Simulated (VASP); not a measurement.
Here is a VASP 6.6.1 calculation.

File INCAR:

```
SYSTEM = SnTe
PREC = Accurate
ENCUT = 520
EDIFF = 1E-6
ISMEAR = 0
SIGMA = 0.01
LREAL = .FALSE.
LASPH = .TRUE.
NELM = 60
ALGO = Normal
ISIF = 2
LWAVE = .FALSE.
LCHARG = .TRUE.
GGA = PE
LELF = .TRUE.
LVHAR = .TRUE.
NBANDS = 17
```

The input KPOINTS:

```
regular mesh
0
G
  10 10 10
  0 0 0
```

The input POSCAR:

```
SnTe
1.0
    0.0000000000      3.1410301827      3.1410301827
    3.1410301827      0.0000000000      3.1410301827
    3.1410301827      3.1410301827      0.0000000000
Sn Te
1 1
Direct
    0.0000000000      0.0000000000      0.0000000000
    0.5000000000      0.5000000000      0.5000000000
```

Potentials or basis: VASP PAW PBE potentials, release 64 (Sn_d, Te).

Run with:

```console
$ cat potpaw_PBE.64/Sn_d/POTCAR potpaw_PBE.64/Te/POTCAR > POTCAR
$ mpirun -np 1 vasp_std > vasp.out
```

**Question.** Estimate the band gap on the k mesh.

**Answer.** 0.12 eV, direct.

**Question.** What does it give for the pressure?

**Answer.** 2.7 GPa.

Caveat: spin-orbit coupling is left out, which moves the levels of the heavy elements. A k mesh can miss the band edges.
